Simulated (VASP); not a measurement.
# Zn (Immm) in VASP: notebook, part 2 of 2

VASP 6.6.1. The steps go on from the part before.

## Step 4: Single point, PBEsol (normal strain along x +0.0100, normal strain along z +0.0200)

File INCAR:

```
PREC     = Accurate       # precision mode
ENCUT    = 520            # plane-wave cutoff, eV
EDIFF    = 1E-6           # SCF threshold, eV
ISMEAR   = 0              # smearing method
SIGMA    = 0.15           # smearing width, eV
LREAL    = False          # projectors in reciprocal space
LASPH    = True           # aspherical terms in the spheres
NELM     = 80             # most SCF steps
ALGO     = Fast           # electronic algorithm
ISIF     = 2              # what is computed and relaxed
LWAVE    = False          # write WAVECAR
LCHARG   = False          # write CHGCAR
GGA      = PS             # functional
NBANDS   = 12             # bands
```

File KPOINTS:

```
Automatic mesh
0
Gamma
  20 20 20
```

File POSCAR:

```
Zn
1.0
   -1.5453752463      1.5300745013      1.5606759913
    1.5453752463     -1.5300745013      1.5606759913
    1.5453752463      1.5300745013     -1.5606759913
Zn
1
Direct
    0.0000000000      0.0000000000      0.0000000000
```

Potentials or basis: VASP PAW PBE potentials, release 64 (Zn).

On the command line:

```sh
$ cat potpaw_PBE.64/Zn/POTCAR > POTCAR
$ mpirun -np 1 vasp_std > vasp.out
```

OUTCAR:

```text
PREC = Accurate
   ENCUT = 520
   EDIFF = 1E-6
   ISMEAR = 0
   LREAL = False
   LASPH = True
   NELM = 80
   ISIF = 2
   GGA = PS

 ion  position               nearest neighbor table
   1  0.000  0.000  0.000-

  LATTYP: Found a body centered orthorhombic cell.
 ALAT       =     3.0601490026
 B/A-ratio  =     1.0100000000
 C/A-ratio  =     1.0200000000

  Lattice vectors:

 A1 = (   1.5453752463,  -1.5300745013,  -1.5606759913)
 A2 = (  -1.5453752463,   1.5300745013,  -1.5606759913)
 A3 = (   1.5453752463,   1.5300745013,   1.5606759913)

Analysis of symmetry for initial positions (statically):
=====================================================================
 Subroutine PRICEL returns:
 Original cell was already a primitive cell.

 Routine SETGRP: Setting up the symmetry group for a
 body centered orthorhombic supercell.

 Subroutine GETGRP returns: Found  8 space group operations
 (whereof  8 operations were pure point group operations)
 out of a pool of  8 trial point group operations.

The static configuration has the point symmetry D_2h.

Analysis of symmetry for dynamics (positions and initial velocities):
=====================================================================
 Subroutine PRICEL returns:
 Original cell was already a primitive cell.

 Routine SETGRP: Setting up the symmetry group for a
 body centered orthorhombic supercell.

 Subroutine GETGRP returns: Found  8 space group operations
 (whereof  8 operations were pure point group operations)
 out of a pool of  8 trial point group operations.

The dynamic configuration has the point symmetry D_2h.

 Subroutine INISYM returns: Found  8 space group operations
 (whereof  8 operations are pure point group operations),
 and found     1 'primitive' translations

----------------------------------------------------------------------------------------

                                     Primitive cell

[... 110 lines left out ...]
  Fermi-wavevector in a.u.,A,eV,Ry     =   1.527902  2.887316 31.762589  2.334484
  Thomas-Fermi vector in A             =   2.635734
   LORBIT       =      0    0 simple, 1 ext, 2 COOP (PROOUT), +10 PAW based schemes
   GGA     = PS    functional components
   LHFCALC =     F    Hartree Fock is set to
   AEXX    =    0.0000 exact exchange contribution
   IVDW    =     0    specifies the selected vdW correction
   LEPSILON=     F    determine dielectric tensor
   LRPA    =     F    only Hartree local field effects (RPA)
 non-spin polarized calculation
 RMM-DIIS sequential band-by-band and
 Gauss-broadening in eV      SIGMA  =   0.15
  energy-cutoff  :      520.00
  volume of cell :       14.76
 maximum number of plane-waves:       411
   NGX =  9   NGY =  9   NGZ =  9

 number of electron      12.0000011 magnetization

 Free energy of the ion-electron system (eV)
  ---------------------------------------------------
  ext. energy  EPLUGINS =         0.00000000
  ---------------------------------------------------
  free energy    TOTEN  =        -1.49342917 eV

  energy without entropy =       -1.49017944  energy(sigma->0) =       -1.49180430

 E-fermi :   3.2978     XC(G=0): -11.8716

 val. band max:        3.2878571114   @ k =   0.2000   0.3500   0.1000
 cond. band min:       3.2988636344   @ k =  -0.4500  -0.2500   0.1500
 fundamental gap:      0.0110065230
 Fermi energy:         3.2977652983

 k-point     1 :       0.0000    0.0000    0.0000
  band No.  band energies     occupation
      1      -7.4779      2.00000
      2      -4.6259      2.00000
      3      -4.6058      2.00000
      4      -4.5870      2.00000
      5      -4.0786      2.00000
      6      -4.0482      2.00000
      7      22.7820      0.00000
      8      22.8793      0.00000
      9      23.0792      0.00000
     10      24.2079      0.00000
     11      24.4399      0.00000
     12      24.5834      0.00000
[... 331 lines left out ...]
 k-point    24 :      -0.4000    0.0500    0.0000
  band No.  band energies     occupation
      1      -5.2784      2.00000
      2      -4.8833      2.00000
      3      -4.1271      2.00000
      4      -4.0377      2.00000
      5      -3.8833      2.00000
      6      -2.2413      2.00000
      7       6.1227      0.00000
      8      14.8974      0.00000
      9      16.2390      0.00000
     10      19.9381      0.00000
     11      21.3899      0.00000
     12      27.7602      0.00000

 [... further k-points ...]
[... 5 lines left out ...]
  --------------------------------------------------------------------------------------
  -------------------------------------------------------------------------------------
  Total       -0.1982169     -0.2242851     -0.1434893      0.0000000      0.0000000      0.0000000
  in kB      -21.5145414    -24.3439897    -15.5743772      0.0000000      0.0000000      0.0000000
  external PRESSURE =     -20.4776361 kB  Pullay stress =       0.0000000 kB

 VOLUME and BASIS-vectors are now :
 -----------------------------------------------------------------------------
  energy-cutoff  :      520.00
  volume of cell :       14.76
      direct lattice vectors                 reciprocal lattice vectors
    -1.545375246  1.530074501  1.560675991     0.000000000  0.326781473  0.320373994
     1.545375246 -1.530074501  1.560675991     0.323546013  0.000000000  0.320373994
     1.545375246  1.530074501 -1.560675991     0.323546013  0.326781473  0.000000000

 POSITION                                       TOTAL-FORCE (eV/Angst)
 -----------------------------------------------------------------------------------
      0.00000      0.00000      0.00000         0.000000     -0.000000      0.000000
 -----------------------------------------------------------------------------------
    total drift:                               -0.000000     -0.000000      0.000000

  FREE ENERGIE OF THE ION-ELECTRON SYSTEM (eV)
  ---------------------------------------------------
  free  energy   TOTEN  =        -1.4934291652 eV

  energy  without entropy=       -1.4901794406  energy(sigma->0) =       -1.49180430
```

Wall time 1.7 min (1 thread of AMD EPYC 7R13 (Zen 3), shared host); peak memory 0.26 GiB.

Results:

| Item | Value |
| --- | --- |
| Free energy | -1.4934 eV |
| Pressure | -2.0 GPa |
| Band gap on the k mesh | zero (bands 6 and 7 overlap by 4.95 eV) |

Caveat: the cell differs from its parent crystal (normal strain along x +0.0100, normal strain along z +0.0200); the PAW data sets were made with another functional, which shifts forces and pressure a little.

## Step 5: The runs side by side

| cell | further INCAR settings | gap on the mesh (eV) | pressure (GPa) |
| --- | --- | --- | --- |
| a = 2.668 Å, angles 110.8, 110.0, 107.6°, 1 atom | ALGO = Fast; EDIFF = 1e-07; NBANDS = 12 | none | -1.3 |
| a = 2.677 Å, angles 111.1, 110.3, 107.1°, 1 atom | ALGO = Fast; EDIFF = 1e-06; NBANDS = 12 | none | -2.0 |
| a = 2.677 Å, angles 109.5, 110.3, 108.7°, 1 atom | ALGO = Fast; EDIFF = 1e-06; NBANDS = 12 | none | -2.0 |

Alike in all rows: task single point; level PBEsol; potentials or basis VASP PAW PBE potentials, release 64 (Zn); no spin polarisation; k mesh 20 × 20 × 20; cutoff (eV) 520; smearing gaussian 0.15 eV.

Caveats: the PAW data sets were made with another functional, which shifts forces and pressure a little.

Total energies depend on the potentials used, so only differences within one code and one set of settings carry meaning.
